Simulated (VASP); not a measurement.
Crystal: Si.

```
Si
1.0
    -2.37137    2.37137    1.32927
     2.37137   -2.37137    1.32927
     2.37137    2.37137   -1.32927
Si
2
Direct
  0.50000 0.50000 0.00000
  0.25000 0.75000 0.50000
```

Base run:

```yaml
Program: VASP 6.6.1
Functional: r2SCAN
Potentials_or_basis: VASP PAW PBE potentials, release 64 (Si)
Cutoff: 520 eV
k_mesh: 11 × 11 × 11
Occupations: fermi-dirac, width 0.05 eV
Spin: no spin polarisation
```

Its results: band gap on the k mesh zero (bands 4 and 5 overlap by 6.34 eV); pressure 2.3 GPa.

Task: After a change of settings the same cell gave: band gap on the k mesh zero (bands 4 and 5 overlap by 7.97 eV); pressure 6.9 GPa. Which change was it?
A. functional from r2SCAN to B3LYP; k mesh from 11 × 11 × 11 to 6 × 6 × 6
B. functional from r2SCAN to PBE; occupations from fermi-dirac, width 0.05 eV to gaussian, width 0.011 eV
C. functional from r2SCAN to PBE0; k mesh from 11 × 11 × 11 to 8 × 8 × 8

Result: A.

Caveats: some runs use coarse meshes; the PAW data sets were made with another functional, which shifts forces and pressure a little.
